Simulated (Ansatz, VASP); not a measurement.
**Two plane-wave programs on Ru**

```
Ru
1.0
     2.70580    0.00000    0.00000
    -1.35290    2.34329    0.00000
     0.00000    0.00000    4.28190
Ru
2
Direct
  0.33333 0.66667 0.25000
  0.66667 0.33333 0.75000
```

Alike in both runs: task relaxation of cell and atoms; functional PBE; dispersion D3(BJ); k mesh 18 × 18 × 10; occupations gaussian, width 0.1 eV; no spin polarisation.

```csv
,VASP,Ansatz
version,VASP 6.6.1,Ansatz 0.2.0
potentials or method,"VASP PAW PBE potentials, release 64 (Ru_pv), cutoff 600 eV","scalar-relativistic, plane waves, PAW"
valence electrons in the cell,28,32
```

|  | VASP | Ansatz | Ansatz less VASP |
| --- | --- | --- | --- |
| gap on the k mesh at the Fermi level, each at its own relaxed structure (eV) | none | none | - |
| relaxed volume (Å³/atom) | 13.44 | 13.44 | +0.006 |
| relaxed cell length with the largest relative difference (Å) | 2.697 | 2.698 | +0.0006 |

A gap of «none» marks a metal or a gap that the smearing closes. VASP's potentials hold 28 valence electrons a cell and Ansatz's 32, so a difference there can come from the potentials and not from the codes.
